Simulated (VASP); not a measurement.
Be, 2 atoms in the cell. It takes space group Fd-3m (No. 227, cubic). The conventional cell has a = 4.899 Å, b = 4.899 Å, c = 4.899 Å, α = 90.00°, β = 90.00°, γ = 90.00°. Be (site symmetry -43m) has 4 Be at 2.12 Å within 2.8 Å. This isn't the form of Be at room conditions, which is hcp.

- Program: VASP 6.6.1
- Task: single point
- Functional: PBE
- Potentials or basis: VASP PAW PBE potentials, release 64 (Be)
- Cutoff: 520 eV
- k mesh: 6 × 6 × 6
- Occupations: fermi-dirac, width 0.1 eV
- Spin: no spin polarisation
- Dipole correction: no
- Further INCAR settings: ALGO = Normal; EDIFF = 1e-06; NBANDS = 9

Potentials or basis: VASP PAW PBE potentials, release 64 (Be).

Launch:

```sh
$ cat potpaw_PBE.64/Be/POTCAR > POTCAR
$ mpirun -np 1 vasp_std > vasp.out
```

Hardware: 1 thread of Intel Xeon 8259CL (shared host).

Q: How long does it take, and how much memory?

A: It took 8.9 s on 1 thread of Intel Xeon 8259CL (shared host), peak memory 0.14 GiB. Counts: scf iterations 10, k points 16.
